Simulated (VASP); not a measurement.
A run of VASP 6.6.1 is set up as follows.

Contents of INCAR:

```
SYSTEM = Bi4I3BrO4
  ALGO = Normal
  EDIFF = 1E-6
  ENCUT = 520
  GGA = PS
  ISIF = 2
  ISMEAR = 0
  LASPH = .True.
  LCHARG = .False.
  LREAL = .False.
  LWAVE = .False.
  NBANDS = 68
  NELM = 60
  PREC = Accurate
  SIGMA = 0.02
```

Contents of KPOINTS:

```
k-points
0
Gamma
  4 4 2
  0 0 0
```

File POSCAR:

```
Bi4I3BrO4
1.0
    3.9546264690     -3.9546264690      0.0000000000
    3.9546264690      3.9546264690      0.0000000000
    0.0000000000      0.0000000000      9.2185138636
Bi I Br O
4 3 1 4
Direct
    0.7500000000      0.2500000000      0.1363781610
    0.2500000000      0.7500000000      0.1363781610
    0.2500000000      0.2500000000      0.8677196039
    0.7500000000      0.7500000000      0.8692008225
    0.7500000000      0.2500000000      0.6700340848
    0.2500000000      0.7500000000      0.6700340848
    0.2500000000      0.2500000000      0.3361224560
    0.7500000000      0.7500000000      0.3036326234
    0.0004415881      0.0004415881      0.0026250006
    0.4995584119      0.4995584119      0.0026250006
    0.0004415881      0.4995584119      0.0026250006
    0.4995584119      0.0004415881      0.0026250006
```

Potentials or basis: VASP PAW PBE potentials, release 64 (Bi_d, I, Br, O).

Launch:

```sh
$ cat potpaw_PBE.64/Bi_d/POTCAR potpaw_PBE.64/I/POTCAR potpaw_PBE.64/Br/POTCAR potpaw_PBE.64/O/POTCAR > POTCAR
$ mpirun -np 1 vasp_std > vasp.out
```

Task: Predict the pressure.

Result: 0.1 GPa.

Task: What does it give for the largest force?

Result: 0.048 eV/Å.

Forces on the atoms (eV/Å):
```
Bi   0.000  0.000  0.048
Bi   0.000  0.000  0.048
Bi   0.000  0.000 -0.048
Bi   0.000  0.000 -0.044
I    0.000  0.000 -0.004
I    0.000  0.000 -0.004
I    0.000  0.000  0.005
Br   0.000  0.000  0.005
O    0.001  0.000 -0.002
O   -0.001  0.000 -0.002
O    0.000 -0.001 -0.002
O    0.000  0.001 -0.002
```

Caveat: the PAW data sets were made with another functional, which shifts forces and pressure a little; this functional lacks dispersion, which binds the layers, so the pressure and a relaxed spacing across them are unreliable.
